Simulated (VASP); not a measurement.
# HfN (Fm-3m) in VASP: further runs

Runs on HfN. Level: PBE. Tasks: single point.

Everything below comes from runs of VASP 6.6.1. Logs are shortened: lines on timing, memory, paths and dates and some standing lists are left out, and cuts for length are marked.

**1. The cell of the first run**

It takes space group Fm-3m (No. 225, cubic). Conventional cell: a = 4.512 Å, b = 4.512 Å, c = 4.512 Å, α = 90.00°, β = 90.00°, γ = 90.00°. Hf (site symmetry m-3m) has 6 N at 2.26 Å within 3.0 Å. Within 3.0 Å of N (site symmetry m-3m) lie 6 Hf at 2.26 Å.

**2. Single point, PBE**

The input, INCAR:

```
SYSTEM = HfN
PREC = Accurate
ENCUT = 520
EDIFF = 1E-7
ISMEAR = -1
SIGMA = 0.15
LREAL = .False.
LASPH = .True.
NELM = 100
ALGO = Normal
ISIF = 2
LWAVE = .False.
LCHARG = .True.
GGA = PE
LELF = .True.
LVHAR = .True.
NBANDS = 14
```

The input, KPOINTS:

```
regular mesh
0
Gamma
  13 13 13
  0 0 0
```

The input, POSCAR:

```
HfN
1.0
    0.0000000000      2.2560000000      2.2560000000
    2.2560000000      0.0000000000      2.2560000000
    2.2560000000      2.2560000000      0.0000000000
Hf N
1 1
Direct
    0.0000000000      0.0000000000      0.0000000000
    0.5000000000      0.5000000000      0.5000000000
```

Potentials or basis: VASP PAW PBE potentials, release 64 (Hf_pv, N).

The run is started by

```bash
$ cat potpaw_PBE.64/Hf_pv/POTCAR potpaw_PBE.64/N/POTCAR > POTCAR
$ mpirun -np 1 vasp_std > vasp.out
```

OUTCAR:

```text
SYSTEM = HfN
   PREC = Accurate
   ENCUT = 520
   EDIFF = 1E-7
   ISMEAR = -1
   LREAL = .False.
   LASPH = .True.
   NELM = 100
   ISIF = 2
   GGA = PE

 ion  position               nearest neighbor table
   1  0.000  0.000  0.000-   2 2.26   2 2.26   2 2.26   2 2.26   2 2.26   2 2.26
   2  0.500  0.500  0.500-   1 2.26   1 2.26   1 2.26   1 2.26   1 2.26   1 2.26

  LATTYP: Found a face centered cubic cell.
 ALAT       =     4.5120000000

  Lattice vectors:

 A1 = (   0.0000000000,   2.2560000000,   2.2560000000)
 A2 = (   2.2560000000,   0.0000000000,   2.2560000000)
 A3 = (   2.2560000000,   2.2560000000,   0.0000000000)

Analysis of symmetry for initial positions (statically):
=====================================================================
 Subroutine PRICEL returns:
 Original cell was already a primitive cell.

 Routine SETGRP: Setting up the symmetry group for a
 face centered cubic supercell.

 Subroutine GETGRP returns: Found 48 space group operations
 (whereof 48 operations were pure point group operations)
 out of a pool of 48 trial point group operations.

The static configuration has the point symmetry O_h .

Analysis of symmetry for dynamics (positions and initial velocities):
=====================================================================
 Subroutine PRICEL returns:
 Original cell was already a primitive cell.

 Routine SETGRP: Setting up the symmetry group for a
 face centered cubic supercell.

 Subroutine GETGRP returns: Found 48 space group operations
 (whereof 48 operations were pure point group operations)
 out of a pool of 48 trial point group operations.

The dynamic configuration has the point symmetry O_h .

 Subroutine INISYM returns: Found 48 space group operations
 (whereof 48 operations are pure point group operations),
 and found     1 'primitive' translations

----------------------------------------------------------------------------------------

                                     Primitive cell

  volume of cell :      22.9640

  direct lattice vectors                    reciprocal lattice vectors
     0.000000000  2.256000000  2.256000000    -0.221631206  0.221631206  0.221631206
     2.256000000  0.000000000  2.256000000     0.221631206 -0.221631206  0.221631206
     2.256000000  2.256000000  0.000000000     0.221631206  0.221631206 -0.221631206

  length of vectors
     3.190465797  3.190465797  3.190465797     0.383876509  0.383876509  0.383876509

  position of ions in fractional coordinates (direct lattice)
     0.000000000  0.000000000  0.000000000
     0.500000000  0.500000000  0.500000000

  ion indices of the primitive-cell ions
   primitive index   ion index
                 1           1
                 2           2

----------------------------------------------------------------------------------------

 KPOINTS: regular mesh

Automatic generation of k-mesh.
 Grid dimensions read from file:
 generate k-points for:   13   13   13

 Generating k-lattice:

  Cartesian coordinates                     Fractional coordinates (reciprocal lattice)
    -0.017048554  0.017048554  0.017048554     0.076923077  0.000000000  0.000000000
     0.017048554 -0.017048554  0.017048554     0.000000000  0.076923077  0.000000000
     0.017048554  0.017048554 -0.017048554     0.000000000  0.000000000  0.076923077

  Length of vectors
     0.029528962  0.029528962  0.029528962

  Shift w.r.t. Gamma in fractional coordinates (k-lattice)
     0.000000000  0.000000000  0.000000000

 Subroutine IBZKPT returns following result:
 ===========================================

 Found     84 irreducible k-points:

 Following reciprocal coordinates:
            Coordinates               Weight
  0.000000  0.000000  0.000000      1.000000
  0.076923  0.000000  0.000000      8.000000
  0.153846  0.000000  0.000000      8.000000
  0.230769  0.000000  0.000000      8.000000
  0.307692  0.000000  0.000000      8.000000
  0.384615  0.000000  0.000000      8.000000
[... 16 lines left out ...]
  0.384615  0.153846  0.000000     24.000000
  0.461538  0.153846  0.000000     24.000000
 [... further k-points ...]
   k-points           NKPTS =     84   k-points in BZ     NKDIM =     84   number of bands    NBANDS=     14
   number of dos      NEDOS =    301   number of ions     NIONS =      2
   total plane-waves  NPLWV =  13824
   dimension x,y,z NGX =    24 NGY =   24 NGZ =   24
   dimension x,y,z NGXF=    48 NGYF=   48 NGZF=   48
   ions per type =               1   1
   NGX,Y,Z   is equivalent  to a cutoff of  12.51, 12.51, 12.51 a.u.
   NGXF,Y,Z  is equivalent  to a cutoff of  25.01, 25.01, 25.01 a.u.
 SYSTEM =  HfN
   PREC   = accura    normal or accurate (medium, high low for compatibility)
   ISTART =      0    job   : 0-new  1-cont  2-samecut
   ICHARG =      2    charge: 1-file 2-atom 10-const
   ISPIN  =      1    spin polarized calculation?
   LNONCOLLINEAR =      F non collinear calculations
   LSORBIT =      F    spin-orbit coupling
   LASPH  =      T    aspherical Exc in radial PAW
   ENCUT  =  520.0 eV  38.22 Ry    6.18 a.u.   5.93  5.93  5.93*2*pi/ulx,y,z
   NELM   =    100;   NELMIN=  2; NELMDL= -5     # of ELM steps
   EDIFF  = 0.1E-06   stopping-criterion for ELM
   LREAL  =      F    real-space projection
   EDIFFG = 0.1E-05   stopping-criterion for IOM
   NSW    =      0    number of steps for IOM
   IBRION =     -1    ionic relax: 0-MD 1-quasi-New 2-CG
   NFREE  =      0    steps in history (QN), initial steepest desc. (CG)
   ISIF   =      2    stress and relaxation
   ISYM   =      2    0-nonsym 1-usesym 2-fastsym
   POTIM  = 0.5000    time-step for ionic-motion
   TEBEG  =    0.0;   TEEND  =   0.0 temperature during run
   PSTRESS=    0.0 pullay stress
   NELECT =      15.0000    total number of electrons
   NUPDOWN=      -1.0000    fix difference up-down
   EMIN   =  10.00;   EMAX   =-10.00  energy-range for DOS
   EFERMI =   0.00;   METHOD = LEGACY
   ISMEAR =    -1;   SIGMA  =   0.15  broadening in eV -4-tet -1-fermi 0-gaus
   EFERMI_NEDOS =   21; number of points for ismear=-14 and -15
   IALGO  =     38    algorithm
   IMIX   =      4    mixing-type and parameters
     AMIX     =   0.40;   BMIX     =  1.00
     AMIX_MAG =   1.60;   BMIX_MAG =  1.00
  volume/ion in A,a.u.               =      11.48        77.48
  Fermi-wavevector in a.u.,A,eV,Ry     =   1.420440  2.684242 27.451783  2.017649
  Thomas-Fermi vector in A             =   2.541355
   LORBIT       =      0    0 simple, 1 ext, 2 COOP (PROOUT), +10 PAW based schemes
   GGA     = PE    functional components
   LHFCALC =     F    Hartree Fock is set to
   AEXX    =    0.0000 exact exchange contribution
   IVDW    =     0    specifies the selected vdW correction
   LEPSILON=     F    determine dielectric tensor
   LRPA    =     F    only Hartree local field effects (RPA)
 non-spin polarized calculation
  energy-cutoff  :      520.00
  volume of cell :       22.96
 maximum number of plane-waves:       628
   NGX = 11   NGY = 11   NGZ = 11

 number of electron      15.0000001 magnetization

 Free energy of the ion-electron system (eV)
  ---------------------------------------------------
  ext. energy  EPLUGINS =         0.00000000
  ---------------------------------------------------
  free energy    TOTEN  =       -21.77480721 eV

  energy without entropy =      -21.73031692  energy(sigma->0) =      -21.75256207

 E-fermi :   8.4392     XC(G=0): -12.7531

 val. band max:        8.3859733796   @ k =  -0.1538   0.2308   0.0769
 cond. band min:       8.4806441918   @ k =   0.1538   0.0000   0.0000
 fundamental gap:      0.0946708122
 Fermi energy:         8.4391507139

 k-point     1 :       0.0000    0.0000    0.0000
  band No.  band energies     occupation
      1     -22.7139      2.00000
      2     -22.7139      2.00000
      3     -22.7139      2.00000
      4      -9.1139      2.00000
      5       5.3871      2.00000
      6       5.3871      2.00000
      7       5.3871      2.00000
      8       8.0730      1.83977
      9       8.0730      1.83977
     10       8.0730      1.83977
     11      10.2553      0.00001
     12      10.4007      0.00000
     13      10.4007      0.00000
     14      17.9951      0.00000

 k-point     2 :       0.0769    0.0000    0.0000
  band No.  band energies     occupation
      1     -22.7753      2.00000
      2     -22.7189      2.00000
      3     -22.7189      2.00000
      4      -8.9764      2.00000
      5       4.7979      2.00000
      6       5.0425      2.00000
      7       5.0425      2.00000
      8       8.2282      1.60647
      9       8.2738      1.50145
     10       8.2738      1.50145
     11      10.6887      0.00000
     12      10.8552      0.00000
     13      10.8552      0.00000
     14      18.4593      0.00000

 k-point     3 :       0.1538    0.0000    0.0000
  band No.  band energies     occupation
      1     -22.9412      2.00000
      2     -22.7330      2.00000
      3     -22.7330      2.00000
      4      -8.5901      2.00000
      5       3.5837      2.00000
      6       4.3126      2.00000
      7       4.3126      2.00000
      8       8.4806      0.86256
      9       8.7892      0.17676
     10       8.7892      0.17676
     11      11.7116      0.00000
     12      11.9769      0.00000
     13      11.9769      0.00000
     14      19.6943      0.00000
[... 324 lines left out ...]
 k-point    23 :       0.3846    0.1538    0.0000
  band No.  band energies     occupation
      1     -23.4271      2.00000
      2     -22.8645      2.00000
      3     -22.8547      2.00000
      4      -7.2720      2.00000
      5       0.9170      2.00000
      6       2.8257      2.00000
      7       3.3155      2.00000
      8       8.0259      1.88039
      9      11.9198      0.00000
     10      12.0490      0.00000
     11      13.4835      0.00000
     12      14.0001      0.00000
     13      16.9745      0.00000
     14      20.5260      0.00000

 k-point    24 :       0.4615    0.1538    0.0000
  band No.  band energies     occupation
      1     -23.5512      2.00000
      2     -22.9044      2.00000
      3     -22.8558      2.00000
      4      -6.8973      2.00000
      5       0.4448      2.00000
      6       2.4924      2.00000
      7       2.8412      2.00000
      8       8.9712      0.05601
      9      12.2179      0.00000
     10      12.4774      0.00000
     11      14.2032      0.00000
     12      15.4398      0.00000
     13      17.3337      0.00000
     14      19.5864      0.00000

 [... further k-points ...]
[... 5 lines left out ...]
  --------------------------------------------------------------------------------------
  -------------------------------------------------------------------------------------
  Total        0.6201702      0.6201702      0.6201702      0.0000000      0.0000000      0.0000000
  in kB       43.2687370     43.2687370     43.2687370      0.0000000      0.0000000      0.0000000
  external PRESSURE =      43.2687370 kB  Pullay stress =       0.0000000 kB

 VOLUME and BASIS-vectors are now :
 -----------------------------------------------------------------------------
  energy-cutoff  :      520.00
  volume of cell :       22.96
      direct lattice vectors                 reciprocal lattice vectors
     0.000000000  2.256000000  2.256000000    -0.221631206  0.221631206  0.221631206
     2.256000000  0.000000000  2.256000000     0.221631206 -0.221631206  0.221631206
     2.256000000  2.256000000  0.000000000     0.221631206  0.221631206 -0.221631206

 POSITION                                       TOTAL-FORCE (eV/Angst)
 -----------------------------------------------------------------------------------
      0.00000      0.00000      0.00000         0.000000      0.000000      0.000000
      2.25600      2.25600      2.25600         0.000000      0.000000     -0.000000
 -----------------------------------------------------------------------------------
    total drift:                                0.000000     -0.000000     -0.000000

  FREE ENERGIE OF THE ION-ELECTRON SYSTEM (eV)
  ---------------------------------------------------
  free  energy   TOTEN  =       -21.7748072129 eV

  energy  without entropy=      -21.7303169226  energy(sigma->0) =      -21.75256207
```

Run time: 17 s. Hardware: 1 thread of AMD EPYC 9R45 (Zen 5), shared host; peak memory 0.13 GiB.

What came out:

```yaml
Free_energy: -21.7748 eV
Pressure: 4.3 GPa
```

Caveat: spin-orbit coupling is left out, which moves the levels of the heavy elements.

**3. Single point, PBE**

The input, INCAR:

```
PREC = Accurate ; ENCUT = 520
EDIFF = 1E-6 ; ISMEAR = -1
SIGMA = 0.15 ; LREAL = False
LASPH = True ; NELM = 100
ALGO = Normal ; ISIF = 2
LWAVE = False ; LCHARG = True
GGA = PE ; LELF = True
LVHAR = True ; NBANDS = 14
```

The input, KPOINTS:

```
Automatic mesh
0
Gamma
  13 13 13
```

POSCAR is that of step 2.

Potentials or basis: VASP PAW PBE potentials, release 64 (Hf_pv, N).

The run is started by

```bash
$ cat potpaw_PBE.64/Hf_pv/POTCAR potpaw_PBE.64/N/POTCAR > POTCAR
$ mpirun -np 1 vasp_std > vasp.out
```

Run time: 16 s. Hardware: 1 thread of AMD EPYC 9R45 (Zen 5), shared host; peak memory 0.13 GiB.

Results (log left out):

| Property | Result |
| --- | --- |
| Free energy | -21.7748 eV |
| Pressure | 4.3 GPa |

Levels at points of the mesh, in eV from the Fermi level:
```
           k point  band 6  band 7  band 8  band 9  band 10  band 11
(0.00, 0.00, 0.00)   -3.05   -3.05   -0.37   -0.37    -0.37     1.82
```

Caveat: spin-orbit coupling is left out, which moves the levels of the heavy elements.
